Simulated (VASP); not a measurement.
Runs of VASP 6.6.1 on NaI. The structure is that of space group F-43m (No. 216), or close to it. The cells are those of the table. 

| level | cell | gap on the mesh (eV) | pressure (GPa) |
| --- | --- | --- | --- |
| PBE | a = 5.164 Å, angles 60.0°, 2 atoms | 3.67 | (b) |
| r2SCAN | a = 5.011 Å, angles 60.0°, 2 atoms | 4.42 | -0.1 |
| r2SCAN | a = 5.060 Å, angles 60.0°, 2 atoms | 4.37 | -0.4 |
| PBE | a = 5.064 Å, angles 60.0°, 2 atoms | (c) | 0.0 |
| r2SCAN | a = 4.909 Å, angles 60.0°, 2 atoms | (a) | 0.8 |

Alike in all rows: task single point; potentials or basis VASP PAW PBE potentials, release 64 (Na_pv, I); no spin polarisation; k mesh 6 × 6 × 6; cutoff (eV) 520; smearing gaussian 0.01 eV.

Task: Fill in the values left out.

Result: (a) 4.53; (b) -0.5; (c) 3.77.

Caveats: spin-orbit coupling is left out, which moves the levels of the heavy elements; the PAW data sets were made with another functional, which shifts forces and pressure a little (some runs).

A k mesh can miss the band edges, and the runs leave out spin-orbit coupling on I.
